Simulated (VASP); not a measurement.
# Al (Fm-3m) in VASP: notebook, part 2 of 2

VASP 6.6.1. Earlier steps stand in the parts before.

## (3) Relaxation of cell and atoms, LDA, target pressure 7 GPa, at which the enthalpy is minimised

The input, INCAR:

```
PREC = Accurate
ENCUT = 600
EDIFF = 1E-6
ISMEAR = -1
SIGMA = 0.05
LREAL = False
LASPH = True
NELM = 60
ALGO = Normal
ISIF = 3
LWAVE = False
LCHARG = False
GGA = CA
IBRION = 2
NSW = 100
EDIFFG = -0.002
PSTRESS = 70.0
```

The input, KPOINTS:

```
regular mesh
0
Gamma
  24 24 24
```

The input, POSCAR:

```
Al
1.0
    0.0000000000      1.9911919821      1.9911919821
    1.9911919821      0.0000000000      1.9911919821
    1.9911919821      1.9911919821      0.0000000000
Al
1
Direct
    0.0000000000      0.0000000000      0.0000000000
```

Potentials or basis: VASP PAW LDA potentials, release 64 (Al).

Command:

```bash
$ cat potpaw_LDA.64/Al/POTCAR > POTCAR
$ mpirun -np 1 vasp_std > vasp.out
```

OUTCAR:

```text
PREC = Accurate
   ENCUT = 600
   EDIFF = 1E-6
   ISMEAR = -1
   LREAL = False
   LASPH = True
   NELM = 60
   ISIF = 3
   GGA = CA
   IBRION = 2
   NSW = 100
   EDIFFG = -0.002
   PSTRESS = 70.0

 ion  position               nearest neighbor table
   1  0.000  0.000  0.000-

  LATTYP: Found a face centered cubic cell.
 ALAT       =     3.9823839642

  Lattice vectors:

 A1 = (   0.0000000000,   1.9911919821,   1.9911919821)
 A2 = (   1.9911919821,   0.0000000000,   1.9911919821)
 A3 = (   1.9911919821,   1.9911919821,   0.0000000000)

Analysis of symmetry for initial positions (statically):
=====================================================================
 Subroutine PRICEL returns:
 Original cell was already a primitive cell.

 Routine SETGRP: Setting up the symmetry group for a
 face centered cubic supercell.

 Subroutine GETGRP returns: Found 48 space group operations
 (whereof 48 operations were pure point group operations)
 out of a pool of 48 trial point group operations.

The static configuration has the point symmetry O_h .

Analysis of symmetry for dynamics (positions and initial velocities):
=====================================================================
 Subroutine PRICEL returns:
 Original cell was already a primitive cell.

 Routine SETGRP: Setting up the symmetry group for a
 face centered cubic supercell.

 Subroutine GETGRP returns: Found 48 space group operations
 (whereof 48 operations were pure point group operations)
 out of a pool of 48 trial point group operations.

The dynamic configuration has the point symmetry O_h .

 Subroutine INISYM returns: Found 48 space group operations
 (whereof 48 operations are pure point group operations),
 and found     1 'primitive' translations

----------------------------------------------------------------------------------------

                                     Primitive cell

  volume of cell :      15.7895

  direct lattice vectors                    reciprocal lattice vectors
     0.000000000  1.991191982  1.991191982    -0.251105873  0.251105873  0.251105873
     1.991191982  0.000000000  1.991191982     0.251105873 -0.251105873  0.251105873
     1.991191982  1.991191982  0.000000000     0.251105873  0.251105873 -0.251105873

  length of vectors
     2.815970706  2.815970706  2.815970706     0.434928129  0.434928129  0.434928129

  position of ions in fractional coordinates (direct lattice)
     0.000000000  0.000000000  0.000000000

  ion indices of the primitive-cell ions
   primitive index   ion index
                 1           1

----------------------------------------------------------------------------------------

 KPOINTS: regular mesh

Automatic generation of k-mesh.
 Grid dimensions read from file:
 generate k-points for:   24   24   24

 Generating k-lattice:

  Cartesian coordinates                     Fractional coordinates (reciprocal lattice)
    -0.010462745  0.010462745  0.010462745     0.041666667  0.000000000  0.000000000
     0.010462745 -0.010462745  0.010462745     0.000000000  0.041666667  0.000000000
     0.010462745  0.010462745 -0.010462745     0.000000000  0.000000000  0.041666667

  Length of vectors
     0.018122005  0.018122005  0.018122005

  Shift w.r.t. Gamma in fractional coordinates (k-lattice)
     0.000000000  0.000000000  0.000000000

 Subroutine IBZKPT returns following result:
 ===========================================

 Found    413 irreducible k-points:

 Following reciprocal coordinates:
            Coordinates               Weight
  0.000000  0.000000  0.000000      1.000000
  0.041667  0.000000  0.000000      8.000000
  0.083333  0.000000  0.000000      8.000000
  0.125000  0.000000  0.000000      8.000000
  0.166667  0.000000  0.000000      8.000000
  0.208333  0.000000  0.000000      8.000000
[... 16 lines left out ...]
  0.416667  0.041667  0.000000     24.000000
  0.458333  0.041667  0.000000     24.000000
 [... further k-points ...]
   k-points           NKPTS =    413   k-points in BZ     NKDIM =    413   number of bands    NBANDS=      5
   number of dos      NEDOS =    301   number of ions     NIONS =      1
   total plane-waves  NPLWV =  13824
   dimension x,y,z NGX =    24 NGY =   24 NGZ =   24
   dimension x,y,z NGXF=    48 NGYF=   48 NGZF=   48
   ions per type =               1
   NGX,Y,Z   is equivalent  to a cutoff of  14.17, 14.17, 14.17 a.u.
   NGXF,Y,Z  is equivalent  to a cutoff of  28.34, 28.34, 28.34 a.u.
 SYSTEM =  unknown system
   PREC   = accura    normal or accurate (medium, high low for compatibility)
   ISTART =      0    job   : 0-new  1-cont  2-samecut
   ICHARG =      2    charge: 1-file 2-atom 10-const
   ISPIN  =      1    spin polarized calculation?
   LNONCOLLINEAR =      F non collinear calculations
   LSORBIT =      F    spin-orbit coupling
   LASPH  =      T    aspherical Exc in radial PAW
   ENCUT  =  600.0 eV  44.10 Ry    6.64 a.u.   5.62  5.62  5.62*2*pi/ulx,y,z
   NELM   =     60;   NELMIN=  2; NELMDL= -5     # of ELM steps
   EDIFF  = 0.1E-05   stopping-criterion for ELM
   LREAL  =      F    real-space projection
   EDIFFG = -.2E-02   stopping-criterion for IOM
   NSW    =    100    number of steps for IOM
   IBRION =      2    ionic relax: 0-MD 1-quasi-New 2-CG
   NFREE  =      1    steps in history (QN), initial steepest desc. (CG)
   ISIF   =      3    stress and relaxation
   ISYM   =      2    0-nonsym 1-usesym 2-fastsym
   POTIM  = 0.5000    time-step for ionic-motion
   TEBEG  =    0.0;   TEEND  =   0.0 temperature during run
   PSTRESS=   70.0 pullay stress
   NELECT =       3.0000    total number of electrons
   NUPDOWN=      -1.0000    fix difference up-down
   EMIN   =  10.00;   EMAX   =-10.00  energy-range for DOS
   EFERMI =   0.00;   METHOD = LEGACY
   ISMEAR =    -1;   SIGMA  =   0.05  broadening in eV -4-tet -1-fermi 0-gaus
   EFERMI_NEDOS =   21; number of points for ismear=-14 and -15
   IALGO  =     38    algorithm
   IMIX   =      4    mixing-type and parameters
     AMIX     =   0.40;   BMIX     =  1.00
     AMIX_MAG =   1.60;   BMIX_MAG =  1.00
  volume/ion in A,a.u.               =      15.79       106.55
  Fermi-wavevector in a.u.,A,eV,Ry     =   0.941150  1.778515 12.051538  0.885763
  Thomas-Fermi vector in A             =   2.068632
   LORBIT       =      0    0 simple, 1 ext, 2 COOP (PROOUT), +10 PAW based schemes
   GGA     = CA    functional components
   LHFCALC =     F    Hartree Fock is set to
   AEXX    =    0.0000 exact exchange contribution
   IVDW    =     0    specifies the selected vdW correction
   LEPSILON=     F    determine dielectric tensor
   LRPA    =     F    only Hartree local field effects (RPA)
 conjugate gradient relaxation of ions
 non-spin polarized calculation
  energy-cutoff  :      600.00
  volume of cell :       15.79
 maximum number of plane-waves:       544
   NGX = 11   NGY = 11   NGZ = 11

--------------------------------------- Ionic step        1  -------------------------------------------

 number of electron       3.0000000 magnetization

 Free energy of the ion-electron system (eV)
  ---------------------------------------------------
  ext. energy  EPLUGINS =         0.00000000
  ---------------------------------------------------
  free energy    TOTEN  =        -4.19198230 eV

  energy without entropy =       -4.18824266  energy(sigma->0) =       -4.19011248

------------------------ aborting loop because EDIFF is reached ----------------------------------------

  FORCE on cell =-STRESS in cart. coord.  units (eV):
  Direction    XX          YY          ZZ          XY          YZ          ZX
  --------------------------------------------------------------------------------------
  -------------------------------------------------------------------------------------
  Total        0.0073049      0.0073049      0.0073049     -0.0000000     -0.0000000     -0.0000000
  in kB        0.7412339      0.7412339      0.7412339     -0.0000000     -0.0000000     -0.0000000
  external PRESSURE =     -69.2587661 kB  Pullay stress =      70.0000000 kB
[... 61 lines left out ...]
--------------------------------------- Ionic step        3  -------------------------------------------

 number of electron       3.0000000 magnetization

 Free energy of the ion-electron system (eV)
  ---------------------------------------------------
  ext. energy  EPLUGINS =         0.00000000
  ---------------------------------------------------
  free energy    TOTEN  =        -4.16987658 eV

  energy without entropy =       -4.16680204  energy(sigma->0) =       -4.16833931

 E-fermi :   9.0468     XC(G=0): -10.7728

 val. band max:        9.0420526343   @ k =  -0.2500   0.2917   0.1250
 cond. band min:       9.0801779264   @ k =  -0.3750   0.4167   0.0417
 fundamental gap:      0.0381252921
 Fermi energy:         9.0468289163

 k-point     1 :       0.0000    0.0000    0.0000
  band No.  band energies     occupation
      1      -2.8812      2.00000
      2      22.2344      0.00000
      3      22.2344      0.00000
      4      22.2344      0.00000
      5      24.4728      0.00000
[... 177 lines left out ...]
 k-point    24 :       0.4583    0.0417    0.0000
  band No.  band energies     occupation
      1       2.8053      2.00000
      2       5.9237      2.00000
      3      19.9745      0.00000
      4      20.4284      0.00000
      5      21.4042      0.00000

 [... further k-points ...]
[... 5 lines left out ...]
  --------------------------------------------------------------------------------------
  -------------------------------------------------------------------------------------
  Total        0.6430484      0.6430484      0.6430484      0.0000000      0.0000000      0.0000000
  in kB       69.9897411     69.9897411     69.9897411      0.0000000      0.0000000      0.0000000
  external PRESSURE =      -0.0102589 kB  Pullay stress =      70.0000000 kB
[... 20 lines left out ...]
  energy  without entropy=       -4.1668020350  energy(sigma->0) =       -4.16833931

  enthalpy is  TOTEN    =        -3.5267339247 eV   P V=        0.6431426560

 reached required accuracy - stopping structural energy minimisation
```

OSZICAR:

```text
N       E                     dE             d eps       ncg     rms          rms(c)
DAV:   1    -0.176482028872E+01   -0.17648E+01   -0.98486E+02  4285   0.386E+02
DAV:   2    -0.420119628273E+01   -0.24364E+01   -0.22682E+01  5265   0.339E+01
DAV:   3    -0.422193267657E+01   -0.20736E-01   -0.20690E-01  5520   0.358E+00
[... 14 lines left out ...]
       N       E                     dE             d eps       ncg     rms          rms(c)
DAV:   1    -0.417024933556E+01   -0.24579E-01   -0.40605E-02  5180   0.133E+00    0.173E-01
DAV:   2    -0.417002711642E+01    0.22222E-03   -0.23001E-04  4445   0.136E-01    0.664E-02
DAV:   3    -0.416988390746E+01    0.14321E-03   -0.45261E-05  5270   0.410E-02    0.185E-02
DAV:   4    -0.416987659457E+01    0.73129E-05   -0.31885E-06  5205   0.110E-02    0.127E-02
DAV:   5    -0.416987658062E+01    0.13948E-07   -0.22240E-08  2475   0.147E-03
   3 F= -.35267339E+01 E0= -.35251967E+01  d E =-.246051E-01
```

Wall time 15 s (1 thread of Intel Xeon 6975P-C (Granite Rapids), shared host); peak memory 0.15 GiB.

Results:

- Free energy: -4.1699 eV
- Relaxed volume: 14.72 Å³/atom
- Relaxed cell: a = 2.751 Å, b = 2.751 Å, c = 2.751 Å, α = 60.00°, β = 60.00°, γ = 60.00°
- Space group after relaxing (to 0.05 Å): Fm-3m (No. 225)
- Energy change on relaxing (the enthalpy is what falls): +22.1 meV/atom
- Ionic steps: 3
- Pressure after relaxing: 7.0 GPa

The path:
```
step  energy change (eV)  largest force (eV/Å)  pressure (GPa)  volume (Å³)
   1              0.0000                0.0000            0.07        15.79
   2              0.0463                0.0000           10.74        14.28
   3              0.0221                0.0000            7.00        14.72
```

Final structure:
```yaml
crystal:
  lattice:
    - [0.00000, 1.94520, 1.94520]
    - [1.94520, 0.00000, 1.94520]
    - [1.94520, 1.94520, 0.00000]
  atoms:
    - { symbol: Al, position: [0.00000, 0.00000, 0.00000] }
```

Levels at points of the mesh, in eV from the Fermi level:
```csv
k point,band 1,band 2,band 3,band 4
"(0.00, 0.00, 0.00)",-11.93,13.19,13.19,13.19
"(0.50, 0.00, 0.00)",-5.03,-4.57,11.95,11.95
"(0.50, 0.50, 0.00)",-3.19,-1.67,5.29,6.07
```

Caveat: the cell is relaxed towards a set pressure, so the enthalpy falls and the energy may rise. Zero-point motion and thermal expansion aren't in these numbers.

## (4) Relaxation of cell and atoms, LDA, target pressure 10 GPa, at which the enthalpy is minimised

The input, INCAR:

```
  PREC = Accurate
  ENCUT = 600
  EDIFF = 1E-6
  ISMEAR = -1
  SIGMA = 0.05
  LREAL = F
  LASPH = T
  NELM = 60
  ALGO = Normal
  ISIF = 3
  LWAVE = F
  LCHARG = F
  GGA = CA
  IBRION = 2
  NSW = 100
  EDIFFG = -0.002
  PSTRESS = 100.0
```

KPOINTS is that of step 3.

POSCAR is that of step 3.

Potentials or basis: VASP PAW LDA potentials, release 64 (Al).

Command:

```bash
$ cat potpaw_LDA.64/Al/POTCAR > POTCAR
$ mpirun -np 1 vasp_std > vasp.out
```

OUTCAR:

```text
PREC = Accurate
   ENCUT = 600
   EDIFF = 1E-6
   ISMEAR = -1
   LREAL = F
   LASPH = T
   NELM = 60
   ISIF = 3
   GGA = CA
   IBRION = 2
   NSW = 100
   EDIFFG = -0.002
   PSTRESS = 100.0

 ion  position               nearest neighbor table
   1  0.000  0.000  0.000-

  LATTYP: Found a face centered cubic cell.
 ALAT       =     3.9823839642

  Lattice vectors:

 A1 = (   0.0000000000,   1.9911919821,   1.9911919821)
 A2 = (   1.9911919821,   0.0000000000,   1.9911919821)
 A3 = (   1.9911919821,   1.9911919821,   0.0000000000)

Analysis of symmetry for initial positions (statically):
[... 355 lines left out ...]

 number of electron       3.0000000 magnetization

 Free energy of the ion-electron system (eV)
  ---------------------------------------------------
  ext. energy  EPLUGINS =         0.00000000
  ---------------------------------------------------
  free energy    TOTEN  =        -4.15091793 eV

  energy without entropy =       -4.14811295  energy(sigma->0) =       -4.14951544

 E-fermi :   9.3282     XC(G=0): -10.8673

 val. band max:        9.3168918680   @ k =  -0.2500   0.2917   0.1250
 cond. band min:       9.3593145049   @ k =  -0.3750   0.4167   0.2083
 fundamental gap:      0.0424226369
 Fermi energy:         9.3281672977

 k-point     1 :       0.0000    0.0000    0.0000
  band No.  band energies     occupation
      1      -2.7803      2.00000
      2      22.6590      0.00000
      3      22.6590      0.00000
      4      22.6590      0.00000
      5      25.1086      0.00000
[... 177 lines left out ...]
 k-point    24 :       0.4583    0.0417    0.0000
  band No.  band energies     occupation
      1       2.9916      2.00000
      2       6.1653      2.00000
      3      20.4262      0.00000
      4      20.8440      0.00000
      5      21.9483      0.00000

 [... further k-points ...]
[... 5 lines left out ...]
  --------------------------------------------------------------------------------------
  -------------------------------------------------------------------------------------
  Total        0.8960459      0.8960459      0.8960459     -0.0000000     -0.0000000      0.0000000
  in kB       99.9621936     99.9621936     99.9621936     -0.0000000     -0.0000000      0.0000000
  external PRESSURE =      -0.0378064 kB  Pullay stress =     100.0000000 kB
[... 20 lines left out ...]
  energy  without entropy=       -4.1481129500  energy(sigma->0) =       -4.14951544

  enthalpy is  TOTEN    =        -3.2545331515 eV   P V=        0.8963847769

 reached required accuracy - stopping structural energy minimisation
```

OSZICAR:

```text
N       E                     dE             d eps       ncg     rms          rms(c)
DAV:   1    -0.176482028872E+01   -0.17648E+01   -0.98486E+02  4285   0.386E+02
DAV:   2    -0.420119628273E+01   -0.24364E+01   -0.22682E+01  5265   0.339E+01
DAV:   3    -0.422193267657E+01   -0.20736E-01   -0.20690E-01  5520   0.358E+00
DAV:   4    -0.422198482108E+01   -0.52145E-04   -0.52143E-04  5480   0.178E-01
[... 27 lines left out ...]
DAV:   3    -0.415162760579E+01    0.76886E-06   -0.21417E-07  2440   0.293E-03
   5 F= -.32545296E+01 E0= -.32531229E+01  d E =-.130036E-04
       N       E                     dE             d eps       ncg     rms          rms(c)
DAV:   1    -0.415091807580E+01    0.71030E-03   -0.29086E-05  5070   0.357E-02    0.557E-03
DAV:   2    -0.415091792838E+01    0.14742E-06   -0.13675E-07  2395   0.354E-03
   6 F= -.32545332E+01 E0= -.32531307E+01  d E =-.165696E-04
```

CONTCAR:

```text
Al
   1.00000000000000
    -0.0000000000000000    1.9292641151256227    1.9292641151256227
     1.9292641151256227   -0.0000000000000000    1.9292641151256227
     1.9292641151256227    1.9292641151256227    0.0000000000000000
  Al
     1
Direct
     1.0000000000000000    0.0000000000000000    0.0000000000000000

  0.00000000E+00  0.00000000E+00  0.00000000E+00
```

Run time: 22 s. Hardware: 1 thread of Intel Xeon 6975P-C (Granite Rapids), shared host; peak memory 0.15 GiB.

Results:

```
Free energy                                            : -4.1509 eV
Relaxed volume                                         : 14.36 Å³/atom
Relaxed cell                                           : a = 2.728 Å, b = 2.728 Å, c = 2.728 Å, α = 60.00°, β = 60.00°, γ = 60.00°
Space group after relaxing (to 0.05 Å)                 : Fm-3m (No. 225)
Energy change on relaxing (the enthalpy is what falls) : +41.1 meV/atom
Ionic steps                                            : 6
Pressure after relaxing                                : 10.0 GPa
```

Step by step:
| step | energy change (eV) | largest force (eV/Å) | pressure (GPa) | volume (Å³) |
| --- | --- | --- | --- | --- |
| 1 | 0.0000 | 0.0000 | 0.07 | 15.79 |
| 2 | 0.1000 | 0.0000 | 17.15 | 13.66 |
| 3 | 0.0409 | 0.0000 | 9.97 | 14.36 |
| 4 | 0.0426 | 0.0000 | 10.21 | 14.34 |
| 5 | 0.0404 | 0.0000 | 9.90 | 14.37 |
| 6 | 0.0411 | 0.0000 | 10.00 | 14.36 |

Final structure:
```
CELL_PARAMETERS angstrom
0.00000 1.92926 1.92926
1.92926 0.00000 1.92926
1.92926 1.92926 0.00000
ATOMIC_POSITIONS crystal
Al 0.00000 0.00000 0.00000
```

Caveat: the cell is relaxed towards a set pressure, so the enthalpy falls and the energy may rise.

## (5) Summary

| cell | gap on the mesh (eV) | pressure (GPa) |
| --- | --- | --- |
| relaxed to 4 GPa | none | 4.0 |
| relaxed to 7 GPa | none | 7.0 |
| relaxed to 10 GPa | none | 10.0 |

Alike in all rows: task relaxation of cell and atoms; level LDA; potentials or basis VASP PAW LDA potentials, release 64 (Al); no spin polarisation; k mesh 24 × 24 × 24; cutoff (eV) 600; smearing fermi-dirac 0.05 eV.

Caveats: the cell is relaxed towards a set pressure, so the enthalpy falls and the energy may rise.

Absolute energies hang on the potentials; compare differences alone.
